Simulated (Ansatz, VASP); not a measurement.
## Two plane-wave programs on Pt

```xyz
2
Lattice="2.7252 -0.1090 0.0000 -1.4570 2.4146 0.0000 0.0000 0.0000 5.0519" Properties=species:S:1:pos:R:3 pbc="T T T"
Pt    1.3311    0.7322    3.7890
Pt   -0.0629    1.5734    1.2630
```

Change from the starting cell: engineering shear strain xy -0.0800, normal strain along z +0.0733.

Alike in both runs: task single point; functional PBEsol; k mesh 18 × 18 × 10; occupations gaussian, width 0.15 eV; no spin polarisation.

|  | VASP | Ansatz |
| --- | --- | --- |
| version | VASP 6.6.1 | Ansatz 0.2.0 |
| potentials or method | VASP PAW PBE potentials, release 64 (Pt), cutoff 520 eV | scalar-relativistic, plane waves, PAW |
| valence electrons in the cell | 20 | 36 |

```csv
,VASP,Ansatz,Ansatz less VASP
gap on the k mesh at the Fermi level (eV),none,none,-
pressure (GPa),-12.1,-11.7,+0.39
"traceless stress, the component that is largest in VASP (GPa)",10.45,10.56,+0.107
rms of the force components (eV/Å),0.024,0.025,+0.0001
```

VASP's potentials were made for PBE, not for PBEsol. Atom by atom the forces differ by 0.000 eV/Å (rms over components). A gap of «none» marks a metal or a gap that the smearing closes. VASP's potentials hold 20 valence electrons a cell and Ansatz's 36, so a difference there can come from the potentials and not from the codes.

Spin-orbit coupling is off throughout.
